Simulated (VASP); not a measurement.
# Ag (P-1) in VASP: single point with PBE

Aim: the single point of Ag with PBE.

Program: VASP 6.6.1. These are calculated values, not measurements. Logs are shortened: lines on timing, memory, paths and dates and some standing lists are left out, and cuts for length are marked.

### Step 1. The cell of the first run

The typed cell holds 4 atoms: a = 2.886 Å, b = 2.874 Å, c = 10.000 Å, α = 89.79°, β = 89.43°, γ = 119.57°.

### Step 2. Single point, PBE (equal xy, yz and zx shear strains of +1 %)

INCAR

```
  ALGO = Normal
  EDIFF = 1E-6
  ENCUT = 500
  GGA = PE
  GGA_COMPAT = False
  ISIF = 2
  ISMEAR = -1
  LASPH = True
  LCHARG = True
  LELF = True
  LREAL = False
  LVHAR = True
  LWAVE = False
  NBANDS = 30
  NELM = 120
  PREC = Accurate
  SIGMA = 0.08
```

KPOINTS

```
k-points
0
Gamma
  14 14 4
```

POSCAR

```
Ag
1.0
    2.8861989086      0.0144309945      0.0144309945
   -1.4306018464      2.4923060780      0.0052821106
    0.0500000000      0.0500000000     10.0000000000
Ag
4
Direct
    0.3333333333      0.6666666667      0.2500000000
    0.6666666667      0.3333333333      0.7500000000
    0.0000000000      0.0000000000      0.0000000000
    0.0000000000      0.0000000000      0.5000000000
```

Potentials or basis: VASP PAW PBE potentials, release 64 (Ag).

On the command line:

```
$ cat potpaw_PBE.64/Ag/POTCAR > POTCAR
$ mpirun -np 1 vasp_std > vasp.out
```

OUTCAR:

```text
EDIFF = 1E-6
   ENCUT = 500
   GGA = PE
   ISIF = 2
   ISMEAR = -1
   LASPH = True
   LREAL = False
   NELM = 120
   PREC = Accurate

 ion  position               nearest neighbor table
   1  0.333  0.667  0.250-   3 2.99   4 2.99   4 3.00   3 3.01   3 3.02   4 3.03
   2  0.667  0.333  0.750-   3 2.99   4 2.99   4 3.00   3 3.01   3 3.02   4 3.03
   3  0.000  0.000  0.000-   2 2.99   1 2.99   2 3.01   1 3.01   2 3.02   1 3.02
   4  0.000  0.000  0.500-   1 2.99   2 2.99   2 3.00   1 3.00   2 3.03   1 3.03

  LATTYP: Found a triclinic cell.
 ALAT       =     4.9991681250
 B/A-ratio  =     0.5748386815
 C/A-ratio  =     2.0003828131
 COS(alpha) =     0.0036852528
 COS(beta)  =     0.0100244988
 COS(gamma) =     0.8647750968

  Lattice vectors:

 A1 = (   0.0249952158,   4.9990431505,   0.0249952157)
 A2 = (  -1.4306018464,   2.4923060780,   0.0052821106)
 A3 = (   0.0500000000,   0.0500000000,  10.0000000000)

Analysis of symmetry for initial positions (statically):
=====================================================================
 Subroutine PRICEL returns:
 Original cell was already a primitive cell.

 Routine SETGRP: Setting up the symmetry group for a
 triclinic supercell.

 Subroutine GETGRP returns: Found  2 space group operations
 (whereof  2 operations were pure point group operations)
 out of a pool of  2 trial point group operations.

The static configuration has the point symmetry S_2 .

Analysis of symmetry for dynamics (positions and initial velocities):
=====================================================================
 Subroutine PRICEL returns:
 Original cell was already a primitive cell.

 Routine SETGRP: Setting up the symmetry group for a
 triclinic supercell.

 Subroutine GETGRP returns: Found  2 space group operations
 (whereof  2 operations were pure point group operations)
 out of a pool of  2 trial point group operations.

The dynamic configuration has the point symmetry S_2 .

 Subroutine INISYM returns: Found  2 space group operations
 (whereof  2 operations are pure point group operations),
 and found     1 'primitive' translations

----------------------------------------------------------------------------------------

                                     Primitive cell

  volume of cell :      72.1358

  direct lattice vectors                    reciprocal lattice vectors
     2.886198909  0.014430995  0.014430995     0.345498440  0.198324385 -0.002719114
    -1.430601846  2.492306078  0.005282111    -0.001990530  0.400096468 -0.001990530
     0.050000000  0.050000000 10.000000000    -0.000497537 -0.000497537  0.100004975

  length of vectors
     2.886271063  2.873715214 10.000249997     0.398383141  0.400106371  0.100007451

  position of ions in fractional coordinates (direct lattice)
     0.333333333  0.666666667  0.250000000
     0.666666667  0.333333333  0.750000000
     0.000000000  0.000000000  0.000000000
     0.000000000  0.000000000  0.500000000

  ion indices of the primitive-cell ions
   primitive index   ion index
                 1           1
                 2           2
                 3           3
                 4           4

----------------------------------------------------------------------------------------

 KPOINTS: k-points

Automatic generation of k-mesh.
 Grid dimensions read from file:
 generate k-points for:   14   14    4

 Generating k-lattice:

  Cartesian coordinates                     Fractional coordinates (reciprocal lattice)
     0.024678460  0.014166027 -0.000194222     0.071428571 -0.000000000  0.000000000
    -0.000142181  0.028578319 -0.000142181     0.000000000  0.071428571  0.000000000
    -0.000124384 -0.000124384  0.025001244    -0.000000000  0.000000000  0.250000000

  Length of vectors
     0.028455939  0.028579026  0.025001863

  Shift w.r.t. Gamma in fractional coordinates (k-lattice)
     0.000000000  0.000000000  0.000000000

 Subroutine IBZKPT returns following result:
 ===========================================

 Found    396 irreducible k-points:

 Following reciprocal coordinates:
            Coordinates               Weight
  0.000000  0.000000  0.000000      1.000000
  0.071429  0.000000 -0.000000      2.000000
  0.142857  0.000000 -0.000000      2.000000
  0.214286  0.000000 -0.000000      2.000000
  0.285714 -0.000000  0.000000      2.000000
  0.357143  0.000000 -0.000000      2.000000
[... 16 lines left out ...]
 -0.000000  0.142857  0.000000      2.000000
  0.071429  0.142857  0.000000      2.000000
 [... further k-points ...]
   k-points           NKPTS =    396   k-points in BZ     NKDIM =    396   number of bands    NBANDS=     30
   number of dos      NEDOS =    301   number of ions     NIONS =      4
   total plane-waves  NPLWV =  46080
   dimension x,y,z NGX =    24 NGY =   24 NGZ =   80
   dimension x,y,z NGXF=    48 NGYF=   48 NGZF=  160
   ions per type =               4
   NGX,Y,Z   is equivalent  to a cutoff of  13.82, 13.88, 13.30 a.u.
   NGXF,Y,Z  is equivalent  to a cutoff of  27.65, 27.77, 26.60 a.u.
 SYSTEM =  unknown system
   PREC   = accura    normal or accurate (medium, high low for compatibility)
   ISTART =      0    job   : 0-new  1-cont  2-samecut
   ICHARG =      2    charge: 1-file 2-atom 10-const
   ISPIN  =      1    spin polarized calculation?
   LNONCOLLINEAR =      F non collinear calculations
   LSORBIT =      F    spin-orbit coupling
   LASPH  =      T    aspherical Exc in radial PAW
   ENCUT  =  500.0 eV  36.75 Ry    6.06 a.u.   5.26  5.24 18.23*2*pi/ulx,y,z
   NELM   =    120;   NELMIN=  2; NELMDL= -5     # of ELM steps
   EDIFF  = 0.1E-05   stopping-criterion for ELM
   LREAL  =      F    real-space projection
[... 7 lines left out ...]
   TEBEG  =    0.0;   TEEND  =   0.0 temperature during run
   PSTRESS=    0.0 pullay stress
   NELECT =      44.0000    total number of electrons
   NUPDOWN=      -1.0000    fix difference up-down
   EMIN   =  10.00;   EMAX   =-10.00  energy-range for DOS
   EFERMI =   0.00;   METHOD = LEGACY
   ISMEAR =    -1;   SIGMA  =   0.08  broadening in eV -4-tet -1-fermi 0-gaus
   EFERMI_NEDOS =   21; number of points for ismear=-14 and -15
   IALGO  =     38    algorithm
   IMIX   =      4    mixing-type and parameters
     AMIX     =   0.40;   BMIX     =  1.00
     AMIX_MAG =   1.60;   BMIX_MAG =  1.00
  volume/ion in A,a.u.               =      18.03       121.70
  Fermi-wavevector in a.u.,A,eV,Ry     =   1.388382  2.623661 26.226635  1.927603
  Thomas-Fermi vector in A             =   2.512513
   LORBIT       =      0    0 simple, 1 ext, 2 COOP (PROOUT), +10 PAW based schemes
   GGA     = PE    functional components
   LHFCALC =     F    Hartree Fock is set to
   AEXX    =    0.0000 exact exchange contribution
   IVDW    =     0    specifies the selected vdW correction
   LEPSILON=     F    determine dielectric tensor
   LRPA    =     F    only Hartree local field effects (RPA)
 non-spin polarized calculation
  energy-cutoff  :      500.00
  volume of cell :       72.14
 maximum number of plane-waves:      1848
 NGX is ok and might be reduce to    24
   NGX = 11   NGY = 11   NGZ = 37

 number of electron      43.9999998 magnetization

 Free energy of the ion-electron system (eV)
  ---------------------------------------------------
  ext. energy  EPLUGINS =         0.00000000
  ---------------------------------------------------
  free energy    TOTEN  =       -10.82274423 eV

  energy without entropy =      -10.79549161  energy(sigma->0) =      -10.80911792

 E-fermi :   7.6591     XC(G=0): -11.8744

 val. band max:        7.6547603490   @ k =   0.2143   0.5000   0.5000
 cond. band min:       7.6598063882   @ k =   0.5000   0.3571   0.5000
 fundamental gap:      0.0050460393
 Fermi energy:         7.6590523716

 k-point     1 :       0.0000    0.0000    0.0000
  band No.  band energies     occupation
      1       0.3084      2.00000
      2       1.4649      2.00000
      3       1.4676      2.00000
      4       1.5489      2.00000
      5       2.8355      2.00000
      6       3.0333      2.00000
[... 22 lines left out ...]
     29      23.4543      0.00000
     30      24.4001      0.00000

 k-point     2 :       0.0714    0.0000   -0.0000
  band No.  band energies     occupation
      1       0.4500      2.00000
      2       1.5856      2.00000
      3       1.5943      2.00000
      4       1.6379      2.00000
      5       2.8566      2.00000
      6       2.9760      2.00000
[... 22 lines left out ...]
     29      23.3101      0.00000
     30      23.8301      0.00000

 k-point     3 :       0.1429    0.0000   -0.0000
  band No.  band energies     occupation
      1       0.8518      2.00000
      2       1.8477      2.00000
      3       1.9046      2.00000
      4       1.9256      2.00000
      5       2.7429      2.00000
      6       2.8619      2.00000
[... 22 lines left out ...]
     29      22.1454      0.00000
     30      22.3907      0.00000

 k-point     4 :       0.2143    0.0000   -0.0000
  band No.  band energies     occupation
      1       1.4081      2.00000
      2       1.9917      2.00000
      3       2.1414      2.00000
      4       2.2284      2.00000
      5       2.5348      2.00000
      6       2.6159      2.00000
[... 22 lines left out ...]
     29      19.8336      0.00000
     30      20.0955      0.00000

 k-point     5 :       0.2857   -0.0000    0.0000
  band No.  band energies     occupation
      1       1.7804      2.00000
      2       1.9153      2.00000
      3       2.0206      2.00000
      4       2.1963      2.00000
      5       2.3959      2.00000
      6       2.4800      2.00000
[... 22 lines left out ...]
     29      18.6501      0.00000
     30      18.9902      0.00000
[... 526 lines left out ...]
     29      22.6221      0.00000
     30      23.0436      0.00000

 k-point    22 :      -0.0714    0.0714    0.0000
  band No.  band energies     occupation
      1       0.4531      2.00000
      2       1.5928      2.00000
      3       1.5956      2.00000
      4       1.6413      2.00000
      5       2.8638      2.00000
      6       3.0177      2.00000
[... 22 lines left out ...]
     29      23.3501      0.00000
     30      23.9476      0.00000

 k-point    23 :      -0.0000    0.1429    0.0000
  band No.  band energies     occupation
      1       0.8581      2.00000
      2       1.8571      2.00000
      3       1.9159      2.00000
      4       1.9324      2.00000
      5       2.7510      2.00000
      6       2.8629      2.00000
[... 22 lines left out ...]
     29      22.3157      0.00000
     30      22.4924      0.00000

 k-point    24 :       0.0714    0.1429    0.0000
  band No.  band energies     occupation
      1       1.2250      2.00000
      2       2.0368      2.00000
      3       2.1667      2.00000
      4       2.1851      2.00000
      5       2.5869      2.00000
      6       2.7184      2.00000
[... 22 lines left out ...]
     29      21.2247      0.00000
     30      21.3181      0.00000

 [... further k-points ...]
[... 5 lines left out ...]
  --------------------------------------------------------------------------------------
  -------------------------------------------------------------------------------------
  Total        0.5458505      0.5465296     -1.6680364     -0.1321708     -0.0719626     -0.0719645
  in kB       12.1236564     12.1387401    -37.0480558     -2.9355896     -1.5983306     -1.5983740
  external PRESSURE =      -4.2618864 kB  Pullay stress =       0.0000000 kB

 VOLUME and BASIS-vectors are now :
 -----------------------------------------------------------------------------
  energy-cutoff  :      500.00
  volume of cell :       72.14
      direct lattice vectors                 reciprocal lattice vectors
     2.886198909  0.014430995  0.014430995     0.345498440  0.198324385 -0.002719114
    -1.430601846  2.492306078  0.005282111    -0.001990530  0.400096468 -0.001990530
     0.050000000  0.050000000 10.000000000    -0.000497537 -0.000497537  0.100004975

 POSITION                                       TOTAL-FORCE (eV/Angst)
 -----------------------------------------------------------------------------------
      0.02083      1.67885      2.50833         0.004614      0.000255     -0.000446
      1.48477      0.87789      7.51138        -0.004614     -0.000255      0.000446
      0.00000      0.00000      0.00000         0.000000     -0.000000      0.000000
      0.02500      0.02500      5.00000        -0.000000      0.000000      0.000000
 -----------------------------------------------------------------------------------
    total drift:                               -0.000000      0.000000     -0.000000

  FREE ENERGIE OF THE ION-ELECTRON SYSTEM (eV)
  ---------------------------------------------------
  free  energy   TOTEN  =       -10.8227442297 eV

  energy  without entropy=      -10.7954916137  energy(sigma->0) =      -10.80911792
```

It took 4.6 min on 1 thread of AMD EPYC 9R45 (Zen 5), shared host; peak memory 0.61 GiB.

Results:

```yaml
Free_energy: -10.8227 eV
Pressure: -0.4 GPa
Largest_force: 0.005 eV/Å
Band_gap_on_the_k_mesh: zero (bands 22 and 23 overlap by 6.14 eV)
```

Forces in eV/Å, atoms in the order of the input:
```
Ag   0.005  0.000  0.000
Ag  -0.005  0.000  0.000
Ag   0.000  0.000  0.000
Ag   0.000  0.000  0.000
```

Stress tensor (GPa, compression positive):
```
 1.21 -0.29 -0.16
-0.29  1.21 -0.16
-0.16 -0.16 -3.70
```

Levels at points of the mesh, in eV from the Fermi level:
```
           k point  band 18  band 19  band 20  band 21  band 22  band 23  band 24  band 25  band 26  band 27
(0.00, 0.00, 0.00)    -3.45    -3.44    -3.34    -3.33    -3.03    -3.01    -0.62     2.57     9.53     9.53
(0.50, 0.00, 0.00)    -2.77    -2.76    -2.73     0.03     0.85     1.11     1.63     4.06     4.27     6.72
(0.00, 0.50, 0.00)    -2.77    -2.75    -2.72     0.08     0.90     1.16     1.69     4.16     4.32     6.80
(0.50, 0.50, 0.00)    -2.76    -2.75    -2.71     0.12     0.94     1.21     1.74     4.28     4.34     6.89
(0.00, 0.00, 0.50)    -3.59    -3.16    -3.15    -3.12    -3.11    -2.55    -2.55     5.26     5.26    13.82
(0.50, 0.00, 0.50)    -2.80    -2.74    -2.74     0.37     0.43     1.43     1.52     4.37     4.62     5.82
(0.00, 0.50, 0.50)    -2.79    -2.73    -2.73     0.42     0.47     1.49     1.56     4.47     4.66     5.93
(0.50, 0.50, 0.50)    -2.78    -2.72    -2.72     0.48     0.49     1.57     1.59     4.60     4.67     6.07
```

Caveat: the cell differs from its parent crystal (equal xy, yz and zx shear strains of +1 %).
